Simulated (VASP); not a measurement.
Input of a VASP 6.6.1 run:

The input INCAR:

```
SYSTEM = BaHf3O2
PREC = Accurate
ENCUT = 520
EDIFF = 1E-6
ISMEAR = 0
SIGMA = 0.1
LREAL = .FALSE.
LASPH = .TRUE.
NELM = 100
ALGO = Normal
ISIF = 2
LWAVE = .FALSE.
LCHARG = .FALSE.
GGA = PE
NBANDS = 35
```

The input KPOINTS:

```
regular mesh
0
G
  6 6 12
  0 0 0
```

POSCAR

```
BaHf3O2
1.0
    6.5186420723      0.0000000031      0.0000000000
   -3.2593210388      5.6453096312      0.0000000000
    0.0000000000      0.0000000000      2.9177398699
Ba Hf O
1 3 2
Direct
    0.0000000000      0.0000000000      0.0000000000
    0.5000000000      0.0000000000      0.5000000000
    0.5000000000      0.5000000000      0.5000000000
    0.0000000000      0.5000000000      0.5000000000
    0.3333333333      0.6666666667      0.0000000000
    0.6666666667      0.3333333333      0.0000000000
```

Potentials or basis: VASP PAW PBE potentials, release 64 (Ba_sv, Hf_pv, O).

The run is started by

```console
$ cat potpaw_PBE.64/Ba_sv/POTCAR potpaw_PBE.64/Hf_pv/POTCAR potpaw_PBE.64/O/POTCAR > POTCAR
$ mpirun -np 1 vasp_std > vasp.out
```

Question: What does it give for the band gap on the k mesh?

Answer: Zero (band 26 reaches 6.36 eV, above the bottom of band 27 at 4.61 eV).

Question: Predict the pressure.

Answer: -0.2 GPa.

Stress tensor (GPa, compression positive):
```
-0.43  0.00  0.00
 0.00 -0.43  0.00
 0.00  0.00  0.15
```

Caveat: spin-orbit coupling is left out, which moves the levels of the heavy elements.
